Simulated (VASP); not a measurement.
Wanted: the native input for a VASP 6.6.1 run.

* Task: relaxation of cell and atoms
* Functional: PBE
* Potentials or basis: VASP PAW PBE potentials, release 64 (Dy_3, C), 4f in core
* Cutoff: 600 eV
* k mesh: 3 × 3 × 4
* Occupations: gaussian, width 0.2 eV
* Spin: no spin polarisation
* Dipole correction: no
* Further INCAR settings: ALGO = Normal; EDIFF = 1e-07; IBRION = 2; EDIFFG = -0.08; NSW = 36; ISIF = 3

The structure of Dy5C lies in POSCAR:

```
Dy5C
1.0
    5.9621531000      0.0000000000      0.0000000000
   -2.9810765500      5.1633760400      0.0000000000
    0.0000000000      0.0000000000      4.7847689200
Dy C
5 1
Direct
    0.3333333300      0.6666666700      0.0000000000
    0.6666666700      0.3333333300      0.0000000000
    0.5000000000      0.0000000000      0.5000000000
    0.5000000000      0.5000000000      0.5000000000
    0.0000000000      0.5000000000      0.5000000000
    0.0000000000      0.0000000000      0.0000000000
```

The cell was generated, and may not be a known phase.

The input as run:

INCAR

```
SYSTEM = Dy5C
PREC = Accurate
ENCUT = 600
EDIFF = 1E-7
ISMEAR = 0
SIGMA = 0.2
LREAL = .False.
LASPH = .True.
NELM = 200
ALGO = Normal
ISIF = 3
LWAVE = .False.
LCHARG = .False.
GGA = PE
IBRION = 2
NSW = 36
EDIFFG = -0.08
GGA_COMPAT = .False.
NELMIN = 4
LMAXMIX = 6
```

KPOINTS

```
regular mesh
0
Gamma
  3 3 4
  0 0 0
```

Potentials or basis: VASP PAW PBE potentials, release 64 (Dy_3, C), 4f in core.

Run with:

```bash
$ cat potpaw_PBE.64/Dy_3/POTCAR potpaw_PBE.64/C/POTCAR > POTCAR
$ mpirun -np 1 vasp_std > vasp.out
```

Results of the run:

The relaxed volume is 32.07 Å³/atom and the relaxed cell is a = 6.115 Å, b = 6.115 Å, c = 5.941 Å, α = 90.00°, β = 90.00°, γ = 120.00°. The space group after relaxing (to 0.1 Å) is P6/mmm (No. 191) and the energy gained by relaxing is 399.0 meV/atom. The ionic steps are 8. The pressure after relaxing is 0.1 GPa and the band gap on the k mesh is zero (an odd number of electrons rules out a gap without spin polarisation).

Caveat: the k points lie up to 0.40 Å⁻¹ apart in the final cell, too coarse for converged energies and pressures of a metal; the volume moved by over 15 % at a fixed basis, so the end points are rough; the highest band is partly filled, so the run has too few bands; spin-orbit coupling is left out, which moves the levels of the heavy elements; the 4f electrons are frozen in the core, so they carry no moment and show no levels.

Wall time 5.2 min on 1 thread of AMD EPYC 9R45 96-Core Processor (Zen 5) (shared host), peak memory 0.29 GiB.
